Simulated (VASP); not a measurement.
# Os2Ru (Fd-3m) in VASP: further runs

Os2Ru is run at these levels: PBE; tasks: single point, relaxation of cell and atoms.

All numbers are computed with VASP 6.6.1; they aren't measurements. Logs are shortened: lines on timing, memory, paths and dates and some standing lists are left out, and cuts for length are marked.

### Step 1. The cell of the first run

Symmetry: Fd-3m, No. 227, cubic system. The conventional cell has a = 7.164 Å, b = 7.164 Å, c = 7.164 Å, α = 90.00°, β = 90.00°, γ = 90.00°. Ru (site symmetry -43m) has 12 Os at 2.97 Å and 4 Ru at 3.10 Å within 3.9 Å. Within 3.3 Å of Os (site symmetry -3m) lie 6 Os at 2.53 Å and 6 Ru at 2.97 Å.

### Step 2. Single point, PBE

Input file INCAR:

```
ALGO     = Normal         # electronic algorithm
EDIFF    = 1E-7           # SCF threshold, eV
ENCUT    = 520            # plane-wave cutoff, eV
GGA      = PE             # functional
ISIF     = 2              # what is computed and relaxed
ISMEAR   = 0              # smearing method
LASPH    = T              # aspherical terms in the spheres
LCHARG   = F              # write CHGCAR
LREAL    = F              # projectors in reciprocal space
LWAVE    = F              # write WAVECAR
NBANDS   = 39             # bands
NELM     = 100            # most SCF steps
PREC     = Accurate       # precision mode
SIGMA    = 0.1            # smearing width, eV
```

Input file KPOINTS:

```
k-points
0
Gamma
  4 4 4
```

Input file POSCAR:

```
Os2Ru
1.0
    0.0000000000      3.5820886836      3.5820886836
    3.5820886836      0.0000000000      3.5820886836
    3.5820886836      3.5820886836      0.0000000000
Ru Os
2 4
Direct
    0.0000000000      0.0000000000      0.0000000000
    0.2500000000      0.2500000000      0.2500000000
    0.6250000000      0.6250000000      0.6250000000
    0.1250000000      0.6250000000      0.6250000000
    0.6250000000      0.6250000000      0.1250000000
    0.6250000000      0.1250000000      0.6250000000
```

Potentials or basis: VASP PAW PBE potentials, release 64 (Ru_pv, Os).

Launch:

```console
> cat potpaw_PBE.64/Ru_pv/POTCAR potpaw_PBE.64/Os/POTCAR > POTCAR
> mpirun -np 1 vasp_std > vasp.out
```

OUTCAR:

```text
EDIFF = 1E-7
   ENCUT = 520
   GGA = PE
   ISIF = 2
   ISMEAR = 0
   LASPH = T
   LREAL = F
   NELM = 100
   PREC = Accurate

 ion  position               nearest neighbor table
   1  0.000  0.000  0.000-   3 2.97   5 2.97   6 2.97   3 2.97   4 2.97   5 2.97   3 2.97   4 2.97
                             6 2.97   4 2.97   5 2.97   6 2.97   2 3.10   2 3.10   2 3.10   2 3.10
   2  0.250  0.250  0.250-   4 2.97   5 2.97   6 2.97   3 2.97   4 2.97   6 2.97   3 2.97   4 2.97
                             5 2.97   3 2.97   5 2.97   6 2.97   1 3.10   1 3.10   1 3.10   1 3.10
   3  0.625  0.625  0.625-   4 2.53   5 2.53   6 2.53   5 2.53   6 2.53   4 2.53   1 2.97   2 2.97
                             1 2.97   2 2.97   1 2.97   2 2.97
   4  0.125  0.625  0.625-   3 2.53   5 2.53   6 2.53   3 2.53   5 2.53   6 2.53   2 2.97   1 2.97
                             1 2.97   2 2.97   2 2.97   1 2.97
   5  0.625  0.625  0.125-   3 2.53   3 2.53   4 2.53   6 2.53   6 2.53   4 2.53   1 2.97   2 2.97
                             1 2.97   2 2.97   1 2.97   2 2.97
   6  0.625  0.125  0.625-   3 2.53   5 2.53   3 2.53   4 2.53   5 2.53   4 2.53   2 2.97   1 2.97
                             2 2.97   2 2.97   1 2.97   1 2.97

  LATTYP: Found a face centered cubic cell.
 ALAT       =     7.1641773672

  Lattice vectors:

 A1 = (   0.0000000000,   3.5820886836,   3.5820886836)
 A2 = (   3.5820886836,   0.0000000000,   3.5820886836)
 A3 = (   3.5820886836,   3.5820886836,   0.0000000000)

Analysis of symmetry for initial positions (statically):
=====================================================================
 Subroutine PRICEL returns:
 Original cell was already a primitive cell.

 Routine SETGRP: Setting up the symmetry group for a
 face centered cubic supercell.

 Subroutine GETGRP returns: Found 48 space group operations
 (whereof 24 operations were pure point group operations)
 out of a pool of 48 trial point group operations.

The static configuration has the point symmetry T_d .
 The point group associated with its full space group is O_h .

Analysis of symmetry for dynamics (positions and initial velocities):
=====================================================================
 Subroutine PRICEL returns:
 Original cell was already a primitive cell.

 Routine SETGRP: Setting up the symmetry group for a
 face centered cubic supercell.

 Subroutine GETGRP returns: Found 48 space group operations
 (whereof 24 operations were pure point group operations)
 out of a pool of 48 trial point group operations.

The dynamic configuration has the point symmetry T_d .
 The point group associated with its full space group is O_h .

 Subroutine INISYM returns: Found 48 space group operations
 (whereof 24 operations are pure point group operations),
 and found     1 'primitive' translations

----------------------------------------------------------------------------------------

                                     Primitive cell

  volume of cell :      91.9261

  direct lattice vectors                    reciprocal lattice vectors
     0.000000000  3.582088684  3.582088684    -0.139583367  0.139583367  0.139583367
     3.582088684  0.000000000  3.582088684     0.139583367 -0.139583367  0.139583367
     3.582088684  3.582088684  0.000000000     0.139583367  0.139583367 -0.139583367

  length of vectors
     5.065838398  5.065838398  5.065838398     0.241765484  0.241765484  0.241765484

  position of ions in fractional coordinates (direct lattice)
     0.000000000  0.000000000  0.000000000
     0.250000000  0.250000000  0.250000000
     0.625000000  0.625000000  0.625000000
     0.125000000  0.625000000  0.625000000
     0.625000000  0.625000000  0.125000000
     0.625000000  0.125000000  0.625000000

  ion indices of the primitive-cell ions
   primitive index   ion index
                 1           1
                 2           2
                 3           3
                 4           4
                 5           5
                 6           6

----------------------------------------------------------------------------------------

 KPOINTS: k-points

Automatic generation of k-mesh.
 Grid dimensions read from file:
 generate k-points for:    4    4    4

 Generating k-lattice:

  Cartesian coordinates                     Fractional coordinates (reciprocal lattice)
    -0.034895842  0.034895842  0.034895842     0.250000000  0.000000000  0.000000000
     0.034895842 -0.034895842  0.034895842     0.000000000  0.250000000  0.000000000
     0.034895842  0.034895842 -0.034895842     0.000000000  0.000000000  0.250000000

  Length of vectors
     0.060441371  0.060441371  0.060441371

  Shift w.r.t. Gamma in fractional coordinates (k-lattice)
     0.000000000  0.000000000  0.000000000

 Subroutine IBZKPT returns following result:
 ===========================================

 Found      8 irreducible k-points:

 Following reciprocal coordinates:
            Coordinates               Weight
  0.000000  0.000000  0.000000      1.000000
  0.250000  0.000000  0.000000      8.000000
  0.500000  0.000000  0.000000      4.000000
  0.250000  0.250000  0.000000      6.000000
  0.500000  0.250000  0.000000     24.000000
 -0.250000  0.250000  0.000000     12.000000
  0.500000  0.500000  0.000000      3.000000
 -0.250000  0.500000  0.250000      6.000000
   k-points           NKPTS =      8   k-points in BZ     NKDIM =      8   number of bands    NBANDS=     39
   number of dos      NEDOS =    301   number of ions     NIONS =      6
   total plane-waves  NPLWV =  64000
   dimension x,y,z NGX =    40 NGY =   40 NGZ =   40
   dimension x,y,z NGXF=    80 NGYF=   80 NGZF=   80
   ions per type =               2   4
   NGX,Y,Z   is equivalent  to a cutoff of  13.13, 13.13, 13.13 a.u.
   NGXF,Y,Z  is equivalent  to a cutoff of  26.25, 26.25, 26.25 a.u.
 SYSTEM =  unknown system
   PREC   = accura    normal or accurate (medium, high low for compatibility)
   ISTART =      0    job   : 0-new  1-cont  2-samecut
   ICHARG =      2    charge: 1-file 2-atom 10-const
   ISPIN  =      1    spin polarized calculation?
   LNONCOLLINEAR =      F non collinear calculations
   LSORBIT =      F    spin-orbit coupling
   LASPH  =      T    aspherical Exc in radial PAW
   ENCUT  =  520.0 eV  38.22 Ry    6.18 a.u.   9.42  9.42  9.42*2*pi/ulx,y,z
   NELM   =    100;   NELMIN=  2; NELMDL= -5     # of ELM steps
   EDIFF  = 0.1E-06   stopping-criterion for ELM
   LREAL  =      F    real-space projection
   EDIFFG = 0.1E-05   stopping-criterion for IOM
   NSW    =      0    number of steps for IOM
   IBRION =     -1    ionic relax: 0-MD 1-quasi-New 2-CG
   NFREE  =      0    steps in history (QN), initial steepest desc. (CG)
   ISIF   =      2    stress and relaxation
   ISYM   =      2    0-nonsym 1-usesym 2-fastsym
   POTIM  = 0.5000    time-step for ionic-motion
   TEBEG  =    0.0;   TEEND  =   0.0 temperature during run
   PSTRESS=    0.0 pullay stress
   NELECT =      60.0000    total number of electrons
   NUPDOWN=      -1.0000    fix difference up-down
   EMIN   =  10.00;   EMAX   =-10.00  energy-range for DOS
   EFERMI =   0.00;   METHOD = LEGACY
   ISMEAR =     0;   SIGMA  =   0.10  broadening in eV -4-tet -1-fermi 0-gaus
   EFERMI_NEDOS =   21; number of points for ismear=-14 and -15
   IALGO  =     38    algorithm
   IMIX   =      4    mixing-type and parameters
     AMIX     =   0.40;   BMIX     =  1.00
     AMIX_MAG =   1.60;   BMIX_MAG =  1.00
  volume/ion in A,a.u.               =      15.32       103.39
  Fermi-wavevector in a.u.,A,eV,Ry     =   1.420078  2.683559 27.437808  2.016622
  Thomas-Fermi vector in A             =   2.541031
   LORBIT       =      0    0 simple, 1 ext, 2 COOP (PROOUT), +10 PAW based schemes
   GGA     = PE    functional components
   LHFCALC =     F    Hartree Fock is set to
   AEXX    =    0.0000 exact exchange contribution
   IVDW    =     0    specifies the selected vdW correction
   LEPSILON=     F    determine dielectric tensor
   LRPA    =     F    only Hartree local field effects (RPA)
 non-spin polarized calculation
 Gauss-broadening in eV      SIGMA  =   0.10
  energy-cutoff  :      520.00
  volume of cell :       91.93
 maximum number of plane-waves:      2493
 NGX is ok and might be reduce to    40
   NGX = 19   NGY = 19   NGZ = 19

 number of electron      60.0000007 magnetization

 Free energy of the ion-electron system (eV)
  ---------------------------------------------------
  ext. energy  EPLUGINS =         0.00000000
  ---------------------------------------------------
  free energy    TOTEN  =       -58.92136738 eV

  energy without entropy =      -58.86697949  energy(sigma->0) =      -58.89417343

 E-fermi :   9.3176     XC(G=0): -13.4121

 val. band max:        9.2281232956   @ k =   0.0000   0.0000   0.0000
 cond. band min:       9.3236444321   @ k =   0.5000   0.2500   0.0000
 fundamental gap:      0.0955211364
 Fermi energy:         9.3175962119

 k-point     1 :       0.0000    0.0000    0.0000
  band No.  band energies     occupation
      1     -33.5236      2.00000
      2     -33.5236      2.00000
      3     -33.5236      2.00000
      4     -33.4556      2.00000
      5     -33.4556      2.00000
      6     -33.4556      2.00000
[... 31 lines left out ...]
     38      13.2727      0.00000
     39      13.2728      0.00000

 k-point     2 :       0.2500    0.0000    0.0000
  band No.  band energies     occupation
      1     -33.5259      2.00000
      2     -33.5259      2.00000
      3     -33.5206      2.00000
      4     -33.4594      2.00000
      5     -33.4530      2.00000
      6     -33.4530      2.00000
[... 241 lines left out ...]
     38      10.3975      0.00000
     39      13.3764      0.00000

 k-point     8 :      -0.2500    0.5000    0.2500
  band No.  band energies     occupation
      1     -33.5346      2.00000
      2     -33.5346      2.00000
      3     -33.4896      2.00000
      4     -33.4896      2.00000
      5     -33.4450      2.00000
      6     -33.4450      2.00000
[... 31 lines left out ...]
     38      10.6974      0.00000
     39      11.4514      0.00000

------------------------ aborting loop because EDIFF is reached ----------------------------------------

  FORCE on cell =-STRESS in cart. coord.  units (eV):
  Direction    XX          YY          ZZ          XY          YZ          ZX
  --------------------------------------------------------------------------------------
  -------------------------------------------------------------------------------------
  Total       -0.0300989     -0.0300989     -0.0300989      0.0000000      0.0000000      0.0000000
  in kB       -0.5245921     -0.5245921     -0.5245921      0.0000000      0.0000000      0.0000000
  external PRESSURE =      -0.5245921 kB  Pullay stress =       0.0000000 kB

 VOLUME and BASIS-vectors are now :
 -----------------------------------------------------------------------------
  energy-cutoff  :      520.00
  volume of cell :       91.93
      direct lattice vectors                 reciprocal lattice vectors
     0.000000000  3.582088684  3.582088684    -0.139583367  0.139583367  0.139583367
     3.582088684  0.000000000  3.582088684     0.139583367 -0.139583367  0.139583367
     3.582088684  3.582088684  0.000000000     0.139583367  0.139583367 -0.139583367

 POSITION                                       TOTAL-FORCE (eV/Angst)
 -----------------------------------------------------------------------------------
      0.00000      0.00000      0.00000        -0.000000     -0.000000     -0.000000
      1.79104      1.79104      1.79104        -0.000000      0.000000      0.000000
      4.47761      4.47761      4.47761         0.000000      0.000000     -0.000000
      4.47761      2.68657      2.68657         0.000000      0.000000     -0.000000
      2.68657      2.68657      4.47761         0.000000      0.000000     -0.000000
      2.68657      4.47761      2.68657         0.000000      0.000000     -0.000000
 -----------------------------------------------------------------------------------
    total drift:                               -0.000000     -0.000000      0.000000

  FREE ENERGIE OF THE ION-ELECTRON SYSTEM (eV)
  ---------------------------------------------------
  free  energy   TOTEN  =       -58.9213673789 eV

  energy  without entropy=      -58.8669794894  energy(sigma->0) =      -58.89417343
```

Run time: 44 s. Hardware: 1 thread of Intel Xeon Platinum 8259CL at 2.50GHz (Skylake/Cascade Lake), shared host; peak memory 0.24 GiB.

Results:

```
Free energy            : -58.9214 eV
Pressure               : -0.1 GPa
Band gap on the k mesh : zero (band 30 reaches 10.06 eV, above the bottom of band 31 at 9.05 eV)
```

Caveat: the k points lie up to 0.38 Å⁻¹ apart; spin-orbit coupling is left out, which moves the levels of the heavy elements.

### Step 3. Relaxation of cell and atoms, PBE

This run uses another cell than the first one, of 13.31 Å³/atom, 0.869 times its volume.

Input file INCAR:

```
ALGO = Fast
EDIFF = 1E-6
EDIFFG = -0.04
ENCUT = 600
GGA = PE
IBRION = 2
ISIF = 3
ISMEAR = 0
LASPH = T
LCHARG = F
LREAL = F
LWAVE = F
NELM = 100
NSW = 90
PREC = Accurate
SIGMA = 0.1
```

KPOINTS is that of step 2.

POSCAR: that of step 2 with these lines changed.

```diff
@@ -2,5 +2,5 @@
 1.0
-    0.0000000000      3.5820886836      3.5820886836
-    3.5820886836      0.0000000000      3.5820886836
-    3.5820886836      3.5820886836      0.0000000000
+    0.0000000000      3.4181884783      3.4181884783
+    3.4181884783      0.0000000000      3.4181884783
+    3.4181884783      3.4181884783      0.0000000000
 Ru Os
```

Potentials or basis: VASP PAW PBE potentials, release 64 (Ru_pv, Os).

Launch:

```console
> cat potpaw_PBE.64/Ru_pv/POTCAR potpaw_PBE.64/Os/POTCAR > POTCAR
> mpirun -np 1 vasp_std > vasp.out
```

OUTCAR:

```text
EDIFF = 1E-6
   EDIFFG = -0.04
   ENCUT = 600
   GGA = PE
   IBRION = 2
   ISIF = 3
   ISMEAR = 0
   LASPH = T
   LREAL = F
   NELM = 100
   NSW = 90
   PREC = Accurate

 ion  position               nearest neighbor table
   1  0.000  0.000  0.000-   3 2.83   5 2.83   6 2.83   3 2.83   4 2.83   5 2.83   3 2.83   4 2.83
                             6 2.83   4 2.83   5 2.83   6 2.83   2 2.96   2 2.96   2 2.96   2 2.96
   2  0.250  0.250  0.250-   4 2.83   5 2.83   6 2.83   3 2.83   4 2.83   6 2.83   3 2.83   4 2.83
                             5 2.83   3 2.83   5 2.83   6 2.83   1 2.96   1 2.96   1 2.96   1 2.96
   3  0.625  0.625  0.625-   4 2.42   5 2.42   6 2.42   5 2.42   6 2.42   4 2.42   1 2.83   2 2.83
                             1 2.83   2 2.83   1 2.83   2 2.83
   4  0.125  0.625  0.625-   3 2.42   5 2.42   6 2.42   3 2.42   5 2.42   6 2.42   2 2.83   1 2.83
                             1 2.83   2 2.83   2 2.83   1 2.83
   5  0.625  0.625  0.125-   3 2.42   3 2.42   4 2.42   6 2.42   6 2.42   4 2.42   1 2.83   2 2.83
                             1 2.83   2 2.83   1 2.83   2 2.83
   6  0.625  0.125  0.625-   3 2.42   5 2.42   3 2.42   4 2.42   5 2.42   4 2.42   2 2.83   1 2.83
                             2 2.83   2 2.83   1 2.83   1 2.83
[... 178 lines left out ...]
  free energy    TOTEN  =       -56.90773364 eV

  energy without entropy =      -56.86029831  energy(sigma->0) =      -56.88401598

 E-fermi :  11.5912     XC(G=0): -14.2352

 val. band max:       11.4806927858   @ k =   0.0000   0.0000   0.0000
 cond. band min:      11.5964006543   @ k =   0.5000   0.2500   0.0000
 fundamental gap:      0.1157078685
 Fermi energy:        11.5912344444
[... 828 lines left out ...]
--------------------------------------- Ionic step        6  -------------------------------------------

 number of electron      60.0000007 magnetization

 Free energy of the ion-electron system (eV)
  ---------------------------------------------------
  ext. energy  EPLUGINS =         0.00000000
  ---------------------------------------------------
  free energy    TOTEN  =       -58.91415760 eV

  energy without entropy =      -58.85975959  energy(sigma->0) =      -58.88695860

 E-fermi :   9.3147     XC(G=0): -13.4109

 val. band max:        9.2251681372   @ k =   0.0000   0.0000   0.0000
 cond. band min:       9.3207244912   @ k =   0.5000   0.2500   0.0000
 fundamental gap:      0.0955563540
 Fermi energy:         9.3146693170
[... 343 lines left out ...]
  FREE ENERGIE OF THE ION-ELECTRON SYSTEM (eV)
  ---------------------------------------------------
  free  energy   TOTEN  =       -58.9141576036 eV

  energy  without entropy=      -58.8597595944  energy(sigma->0) =      -58.88695860

 reached required accuracy - stopping structural energy minimisation
```

CONTCAR:

```text
Os2Ru
   1.00000000000000
    -0.0000000000000000    3.5823293093116853    3.5823293093116853
     3.5823293093116853    0.0000000000000000    3.5823293093116853
     3.5823293093116853    3.5823293093116853    0.0000000000000000
  Ru              Os
     2     4
Direct
     0.0000000000000000    0.0000000000000000    0.0000000000000000
     0.2500000000000000    0.2500000000000000    0.2500000000000000
     0.6250000000000000    0.6250000000000000    0.6250000000000000
     0.1250000000000000    0.6250000000000000    0.6250000000000000
     0.6250000000000000    0.6250000000000000    0.1250000000000000
     0.6250000000000000    0.1250000000000000    0.6250000000000000

  0.00000000E+00  0.00000000E+00  0.00000000E+00
  0.00000000E+00  0.00000000E+00  0.00000000E+00
  0.00000000E+00  0.00000000E+00  0.00000000E+00
  0.00000000E+00  0.00000000E+00  0.00000000E+00
  0.00000000E+00  0.00000000E+00  0.00000000E+00
  0.00000000E+00  0.00000000E+00  0.00000000E+00
```

Wall time 6.1 min (1 thread of Intel Xeon Platinum 8259CL at 2.50GHz (Skylake/Cascade Lake), shared host); peak memory 0.26 GiB.

Results:

```yaml
Free_energy: -58.9142 eV
Relaxed_volume: 15.32 Å³/atom
Relaxed_cell: a = 5.066 Å, b = 5.066 Å, c = 5.066 Å, α = 60.00°, β = 60.00°, γ = 60.00°
Space_group_after_relaxing_to_0.05_Å: Fd-3m (No. 227)
Energy_gained_by_relaxing: 334.4 meV/atom
Ionic_steps: 6
Pressure_after_relaxing: -0.1 GPa
Band_gap_on_the_k_mesh: zero (band 30 reaches 10.05 eV, above the bottom of band 31 at 9.05 eV)
```

Step by step:
```
step  energy change (eV)  largest force (eV/Å)  pressure (GPa)  volume (Å³)
   1              0.0000                0.0000           61.15        79.88
   2             12.8563                0.0000          -42.75       154.19
   3             -1.1730                0.0000           -7.76        94.81
   4             -1.9989                0.0000           -2.82        92.76
   5             -2.0060                0.0000            0.75        91.70
   6             -2.0064                0.0000           -0.11        91.94
```

Final structure:
```
Ru Os
1.0
     0.00000    3.58233    3.58233
     3.58233    0.00000    3.58233
     3.58233    3.58233    0.00000
Ru Os
2 4
Cartesian
  0.0000 0.0000 0.0000
  1.7912 1.7912 1.7912
  4.4779 4.4779 4.4779
  4.4779 2.6867 2.6867
  2.6867 2.6867 4.4779
  2.6867 4.4779 2.6867
```

Caveat: the k points lie up to 0.38 Å⁻¹ apart in the final cell; the volume moved by over 15 % at a fixed basis, so the end points are rough; spin-orbit coupling is left out, which moves the levels of the heavy elements.
